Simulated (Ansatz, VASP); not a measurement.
One calculation of Na2S, two programs

The input POSCAR:

```
Na2S
1.0
    2.9741768894      2.9741768894      0.0000000000
   -2.9741768894      2.9741768894      0.0000000000
    0.0000000000      2.9741768894      2.9741768894
Na S
2 1
Direct
    0.2500000000      0.7500000000      0.5000000000
    0.7500000000      0.2500000000      0.5000000000
    0.0000000000      0.0000000000      0.0000000000
```

Contents of INCAR.step1:

```
SYSTEM = Na2S
  PREC = Accurate
  ENCUT = 550
  ISMEAR = 0
  SIGMA = 0.01
  LREAL = .False.
  LASPH = .True.
  NELM = 120
  NBANDS = 17
  GGA = PE
  ALGO = Normal
  EDIFF = 1E-5
  LWAVE = .True.
  LCHARG = .False.
  GGA_COMPAT = .False.
```

INCAR.step2

```
SYSTEM = Na2S
  PREC = Accurate
  ENCUT = 550
  EDIFF = 1E-6
  ISMEAR = 0
  SIGMA = 0.01
  LREAL = .False.
  LASPH = .True.
  NELM = 120
  ALGO = Normal
  ISIF = 2
  LWAVE = .False.
  LCHARG = .False.
  METAGGA = R2SCAN
  LMIXTAU = .True.
  NBANDS = 17
  ISTART = 1
  GGA_COMPAT = .False.
```

KPOINTS

```
Automatic mesh
0
Gamma
  6 6 6
  0 0 0
```

Input for Ansatz:

```yaml
crystal:
  lattice:
    - [2.97417688937, 2.97417688937, 0.0]
    - [-2.97417688937, 2.97417688937, 0.0]
    - [0.0, 2.97417688937, 2.97417688937]
  atoms:
    - { symbol: Na, position: [0.25, 0.75, 0.5] }
    - { symbol: Na, position: [0.75, 0.25, 0.5] }
    - { symbol: S, position: [0.0, 0.0, 0.0] }
kpoints:
  mp_grid: { grid: [6, 6, 6] }
scf:
  occupations: { method: fixed }
  convergence: { dr2_threshold: 1.0e-10 }
hamiltonian:
  xc: r2scan
  pseudopotentials: { kind: paw }
output:
  forces: true
  stress: true
  eigenstates:
    kpoints:
      - [0.0, 0.0, 0.0]
      - [-0.5, -0.5, -0.5]
      - [-0.5, 0.5, 0.0]
      - [0.0, 0.0, -0.5]
      - [0.0, -0.5, -0.5]
      - [0.0, 0.5, 0.0]
      - [-0.5, 0.0, 0.0]
      - [-0.5, 0.0, -0.5]
  eigenvalues: true
```

Alike in both runs: task single point; functional r2SCAN; k mesh 6 × 6 × 6; no spin polarisation.

|  | VASP | Ansatz |
| --- | --- | --- |
| version | VASP 6.6.1 | Ansatz 0.2.0 |
| potentials or method | VASP PAW PBE potentials, release 64 (Na_pv, S) | PAW with Ansatz's default frozen-core files, scalar-relativistic |
| plane-wave cutoff (eV) | 550 | 500 |
| occupations | gaussian, width 0.01 eV | fixed |
| valence electrons in the cell | 20 | 24 |

VASP gave:

| Quantity | Value |
| --- | --- |
| gap on the k mesh at the Fermi level (eV) | 4.22 |
| pressure (GPa) | 15.0 |

What did Ansatz give for the same quantities?

gap on the k mesh at the Fermi level (eV): 4.18; pressure (GPa): 15.0.

VASP's potentials were made for PBE, not for r2SCAN. VASP's potentials hold 20 valence electrons a cell and Ansatz's 24, so a difference there can come from the potentials and not from the codes.
